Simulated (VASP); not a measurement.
# PbC2H6Cl2 (Pb(CH3)2(Cl)2) in VASP: single point with PBE

Aim: the single point of PbC2H6Cl2 (Pb(CH3)2(Cl)2) with PBE.

Program: VASP 6.6.1. These are calculated values, not measurements. Logs are shortened: lines on timing, memory, paths and dates and some standing lists are left out, and cuts for length are marked.

### 1 The cell of the first run

The cell holds a molecule in a box, 11 atoms: a = 13.990 Å, b = 13.770 Å, c = 12.350 Å, α = 90.00°, β = 90.00°, γ = 90.00°.

### 2 Single point, PBE

INCAR reads:

```
SYSTEM = H6PbC2Cl2
ALGO = Normal ; EDIFF = 1E-7
ENCUT = 520 ; GGA = PE
ISIF = 2 ; ISMEAR = 0
LASPH = .TRUE. ; LCHARG = .FALSE.
LREAL = .FALSE. ; LWAVE = .FALSE.
NBANDS = 32 ; NELM = 100
PREC = Accurate ; SIGMA = 0.01
```

KPOINTS reads:

```
k-points
0
G
  1 1 1
  0 0 0
```

POSCAR reads:

```
H6PbC2Cl2
1.0
   13.9900000000      0.0000000000      0.0000000000
    0.0000000000     13.7700000000      0.0000000000
    0.0000000000      0.0000000000     12.3500000000
Pb C H Cl
1 2 6 2
Direct
    0.5001086500      0.5001583200      0.4836461500
    0.6091408100      0.6052592600      0.5474315800
    0.3910757700      0.3950573700      0.5474315800
    0.5942559000      0.6735192400      0.5048242900
    0.6017541100      0.6129012300      0.6354526300
    0.6785582600      0.5745904100      0.5242016200
    0.4059606900      0.3267973900      0.5048242900
    0.3984624700      0.3874146700      0.6354526300
    0.3216583300      0.4257254900      0.5242016200
    0.6001393900      0.3964379100      0.3643724700
    0.4000779100      0.6038787200      0.3643724700
```

Potentials or basis: VASP PAW PBE potentials, release 64 (Pb_d, C, H, Cl).

The run is started by

```sh
$ cat potpaw_PBE.64/Pb_d/POTCAR potpaw_PBE.64/C/POTCAR potpaw_PBE.64/H/POTCAR potpaw_PBE.64/Cl/POTCAR > POTCAR
$ mpirun -np 1 vasp_gam > vasp.out
```

OUTCAR:

```text
SYSTEM = H6PbC2Cl2
   EDIFF = 1E-7
   ENCUT = 520
   GGA = PE
   ISIF = 2
   ISMEAR = 0
   LASPH = .TRUE.
   LREAL = .FALSE.
   NELM = 100
   PREC = Accurate

 ion  position               nearest neighbor table
   1  0.500  0.500  0.484-   2 2.25   3 2.25  11 2.48  10 2.48
   2  0.609  0.605  0.547-   5 1.10   4 1.10   6 1.10   1 2.25
   3  0.391  0.395  0.547-   8 1.10   7 1.10   9 1.10   1 2.25
   4  0.594  0.674  0.505-   2 1.10
   5  0.602  0.613  0.635-   2 1.10
   6  0.679  0.575  0.524-   2 1.10
   7  0.406  0.327  0.505-   3 1.10
   8  0.398  0.387  0.635-   3 1.10
   9  0.322  0.426  0.524-   3 1.10
  10  0.600  0.396  0.364-   1 2.48
  11  0.400  0.604  0.364-   1 2.48

  LATTYP: Found a simple orthorhombic cell.
 ALAT       =    12.3500000000
 B/A-ratio  =     1.1149797571
 C/A-ratio  =     1.1327935223

  Lattice vectors:

 A1 = (   0.0000000000,   0.0000000000, -12.3500000000)
 A2 = (   0.0000000000,  13.7700000000,   0.0000000000)
 A3 = (  13.9900000000,   0.0000000000,   0.0000000000)

Analysis of symmetry for initial positions (statically):
=====================================================================
 Subroutine PRICEL returns:
 Original cell was already a primitive cell.

 Routine SETGRP: Setting up the symmetry group for a
 simple orthorhombic supercell.

 Subroutine GETGRP returns: Found  2 space group operations
 (whereof  1 operations were pure point group operations)
 out of a pool of  8 trial point group operations.

The static configuration has the point symmetry C_1 .
 The point group associated with its full space group is C_2 .

Analysis of symmetry for dynamics (positions and initial velocities):
=====================================================================
 Subroutine PRICEL returns:
 Original cell was already a primitive cell.

 Routine SETGRP: Setting up the symmetry group for a
 simple orthorhombic supercell.

 Subroutine GETGRP returns: Found  2 space group operations
 (whereof  1 operations were pure point group operations)
 out of a pool of  8 trial point group operations.

The dynamic configuration has the point symmetry C_1 .
 The point group associated with its full space group is C_2 .

 Subroutine INISYM returns: Found  2 space group operations
 (whereof  1 operations are pure point group operations),
 and found     1 'primitive' translations

----------------------------------------------------------------------------------------

                                     Primitive cell

  volume of cell :    2379.1324

  direct lattice vectors                    reciprocal lattice vectors
    13.990000000  0.000000000  0.000000000     0.071479628  0.000000000  0.000000000
     0.000000000 13.770000000  0.000000000     0.000000000  0.072621641  0.000000000
     0.000000000  0.000000000 12.350000000     0.000000000  0.000000000  0.080971660

  length of vectors
    13.990000000 13.770000000 12.350000000     0.071479628  0.072621641  0.080971660

  position of ions in fractional coordinates (direct lattice)
     0.500108650  0.500158320  0.483646150
     0.609140810  0.605259260  0.547431580
     0.391075770  0.395057370  0.547431580
     0.594255900  0.673519240  0.504824290
     0.601754110  0.612901230  0.635452630
     0.678558260  0.574590410  0.524201620
     0.405960690  0.326797390  0.504824290
     0.398462470  0.387414670  0.635452630
     0.321658330  0.425725490  0.524201620
     0.600139390  0.396437910  0.364372470
     0.400077910  0.603878720  0.364372470

  ion indices of the primitive-cell ions
   primitive index   ion index
                 1           1
                 2           2
                 3           3
                 4           4
                 5           5
                 6           6
                 7           7
                 8           8
                 9           9
                10          10
                11          11

----------------------------------------------------------------------------------------

 KPOINTS: k-points

Automatic generation of k-mesh.
 Grid dimensions read from file:
 generate k-points for:    1    1    1

 Generating k-lattice:

  Cartesian coordinates                     Fractional coordinates (reciprocal lattice)
     0.071479628  0.000000000  0.000000000     1.000000000  0.000000000  0.000000000
     0.000000000  0.072621641  0.000000000     0.000000000  1.000000000  0.000000000
     0.000000000  0.000000000  0.080971660     0.000000000  0.000000000  1.000000000

  Length of vectors
     0.071479628  0.072621641  0.080971660

  Shift w.r.t. Gamma in fractional coordinates (k-lattice)
     0.000000000  0.000000000  0.000000000

 Subroutine IBZKPT returns following result:
 ===========================================

 Found      1 irreducible k-points:

 Following reciprocal coordinates:
            Coordinates               Weight
  0.000000  0.000000  0.000000      1.000000
   k-points           NKPTS =      1   k-points in BZ     NKDIM =      1   number of bands    NBANDS=     32
   number of dos      NEDOS =    301   number of ions     NIONS =     11
   total plane-waves  NPLWV = ******
   dimension x,y,z NGX =   108 NGY =  108 NGZ =   96
   dimension x,y,z NGXF=   216 NGYF=  216 NGZF=  192
   ions per type =               1   2   6   2
   NGX,Y,Z   is equivalent  to a cutoff of  12.83, 13.04, 12.92 a.u.
   NGXF,Y,Z  is equivalent  to a cutoff of  25.67, 26.08, 25.85 a.u.
 SYSTEM =  H6PbC2Cl2
   PREC   = accura    normal or accurate (medium, high low for compatibility)
   ISTART =      0    job   : 0-new  1-cont  2-samecut
   ICHARG =      2    charge: 1-file 2-atom 10-const
   ISPIN  =      1    spin polarized calculation?
   LNONCOLLINEAR =      F non collinear calculations
   LSORBIT =      F    spin-orbit coupling
   LASPH  =      T    aspherical Exc in radial PAW
   ENCUT  =  520.0 eV  38.22 Ry    6.18 a.u.  26.01 25.60 22.96*2*pi/ulx,y,z
   NELM   =    100;   NELMIN=  2; NELMDL= -5     # of ELM steps
   EDIFF  = 0.1E-06   stopping-criterion for ELM
   LREAL  =      F    real-space projection
   EDIFFG = 0.1E-05   stopping-criterion for IOM
   NSW    =      0    number of steps for IOM
   IBRION =     -1    ionic relax: 0-MD 1-quasi-New 2-CG
   NFREE  =      0    steps in history (QN), initial steepest desc. (CG)
   ISIF   =      2    stress and relaxation
   ISYM   =      2    0-nonsym 1-usesym 2-fastsym
   POTIM  = 0.5000    time-step for ionic-motion
   TEBEG  =    0.0;   TEEND  =   0.0 temperature during run
   PSTRESS=    0.0 pullay stress
   NELECT =      42.0000    total number of electrons
   NUPDOWN=      -1.0000    fix difference up-down
   EMIN   =  10.00;   EMAX   =-10.00  energy-range for DOS
   EFERMI =   0.00;   METHOD = LEGACY
   ISMEAR =     0;   SIGMA  =   0.01  broadening in eV -4-tet -1-fermi 0-gaus
   EFERMI_NEDOS =   21; number of points for ismear=-14 and -15
   IALGO  =     38    algorithm
   IMIX   =      4    mixing-type and parameters
     AMIX     =   0.40;   BMIX     =  1.00
     AMIX_MAG =   1.60;   BMIX_MAG =  1.00
  volume/ion in A,a.u.               =     216.28      1459.56
  Fermi-wavevector in a.u.,A,eV,Ry     =   0.426270  0.805534  2.472265  0.181706
  Thomas-Fermi vector in A             =   1.392183
   LORBIT       =      0    0 simple, 1 ext, 2 COOP (PROOUT), +10 PAW based schemes
   GGA     = PE    functional components
   LHFCALC =     F    Hartree Fock is set to
   AEXX    =    0.0000 exact exchange contribution
   IVDW    =     0    specifies the selected vdW correction
   LEPSILON=     F    determine dielectric tensor
   LRPA    =     F    only Hartree local field effects (RPA)
 non-spin polarized calculation
 Gauss-broadening in eV      SIGMA  =   0.01
  energy-cutoff  :      520.00
  volume of cell :     2379.13
 maximum number of plane-waves:     32026
 NGX is ok and might be reduce to   108
   NGX = 53   NGY = 51   NGZ = 45

 number of electron      41.9999999 magnetization

 Free energy of the ion-electron system (eV)
  ---------------------------------------------------
  ext. energy  EPLUGINS =         0.00000000
  ---------------------------------------------------
  free energy    TOTEN  =       -48.36878554 eV

  energy without entropy =      -48.36878554  energy(sigma->0) =      -48.36878554

 E-fermi :  -6.4290     XC(G=0):  -0.9416

 val. band max:       -6.5066124929   @ k =   0.0000   0.0000   0.0000
 cond. band min:      -2.8059773793   @ k =   0.0000   0.0000   0.0000
 fundamental gap:      3.7006351136
 Fermi energy:        -6.4289999888

 k-point     1 :       0.0000    0.0000    0.0000
  band No.  band energies     occupation
      1     -21.8865      2.00000
      2     -21.8725      2.00000
      3     -21.6719      2.00000
      4     -21.6243      2.00000
      5     -21.5395      2.00000
      6     -19.1782      2.00000
      7     -18.6498      2.00000
      8     -17.3312      2.00000
      9     -17.2640      2.00000
     10     -12.6135      2.00000
     11     -10.4499      2.00000
     12     -10.4489      2.00000
     13     -10.3963      2.00000
     14     -10.2856      2.00000
     15      -7.9370      2.00000
     16      -7.7848      2.00000
     17      -7.5904      2.00000
     18      -6.7074      2.00000
     19      -6.7010      2.00000
     20      -6.6359      2.00000
     21      -6.5066      2.00000
     22      -2.8060      0.00000
     23      -1.0630      0.00000
     24      -0.7101      0.00000
     25      -0.2082      0.00000
     26       0.0567      0.00000
     27       0.5832      0.00000
     28       0.7130      0.00000
     29       0.7682      0.00000
     30       0.7921      0.00000
     31       0.9903      0.00000
     32       1.1987      0.00000

------------------------ aborting loop because EDIFF is reached ----------------------------------------

  FORCE on cell =-STRESS in cart. coord.  units (eV):
  Direction    XX          YY          ZZ          XY          YZ          ZX
  --------------------------------------------------------------------------------------
  -------------------------------------------------------------------------------------
  Total       -0.8074628     -0.6818418     -0.5520570     -0.0428510      0.0000000      0.0000000
  in kB       -0.5437691     -0.4591722     -0.3717713     -0.0288571      0.0000000      0.0000000
  external PRESSURE =      -0.4582375 kB  Pullay stress =       0.0000000 kB

 VOLUME and BASIS-vectors are now :
 -----------------------------------------------------------------------------
  energy-cutoff  :      520.00
  volume of cell :     2379.13
      direct lattice vectors                 reciprocal lattice vectors
    13.990000000  0.000000000  0.000000000     0.071479628  0.000000000  0.000000000
     0.000000000 13.770000000  0.000000000     0.000000000  0.072621641  0.000000000
     0.000000000  0.000000000 12.350000000     0.000000000  0.000000000  0.080971660

 POSITION                                       TOTAL-FORCE (eV/Angst)
 -----------------------------------------------------------------------------------
      6.99652      6.88718      5.97303         0.000000      0.000000      0.065396
      8.52188      8.33442      6.76078         0.036080      0.037629     -0.034235
      5.47115      5.43994      6.76078        -0.036080     -0.037629     -0.034235
      8.31364      9.27436      6.23458         0.004518     -0.098620      0.066601
      8.41854      8.43965      7.84784        -0.029215     -0.044274     -0.104565
      9.49303      7.91211      6.47389        -0.113042      0.025520      0.044873
      5.67939      4.50000      6.23458        -0.004518      0.098620      0.066601
      5.57449      5.33470      7.84784         0.029215      0.044274     -0.104565
      4.50000      5.86224      6.47389         0.113042     -0.025520      0.044873
      8.39595      5.45895      4.50000        -0.052909      0.035375     -0.005372
      5.59709      8.31541      4.50000         0.052909     -0.035375     -0.005372
 -----------------------------------------------------------------------------------
    total drift:                                0.006186      0.001690      0.000190

  FREE ENERGIE OF THE ION-ELECTRON SYSTEM (eV)
  ---------------------------------------------------
  free  energy   TOTEN  =       -48.3687855370 eV

  energy  without entropy=      -48.3687855370  energy(sigma->0) =      -48.36878554
```

Wall time 4.2 min (1 thread of AMD EPYC 9R14 (Zen 4), shared host); peak memory 1.7 GiB.

What came out:

```
Free energy                     : -48.3688 eV
Largest force                   : 0.124 eV/Å
Gap between the frontier levels : 3.70 eV
```

Forces on the atoms (eV/Å):
```
Pb   0.000  0.000  0.065
C    0.036  0.038 -0.034
C   -0.036 -0.038 -0.034
H    0.005 -0.099  0.067
H   -0.029 -0.044 -0.105
H   -0.113  0.026  0.045
H   -0.005  0.099  0.067
H    0.029  0.044 -0.105
H    0.113 -0.026  0.045
Cl  -0.053  0.035 -0.005
Cl   0.053 -0.035 -0.005
```

Caveat: spin-orbit coupling is left out, which moves the levels of the heavy elements.
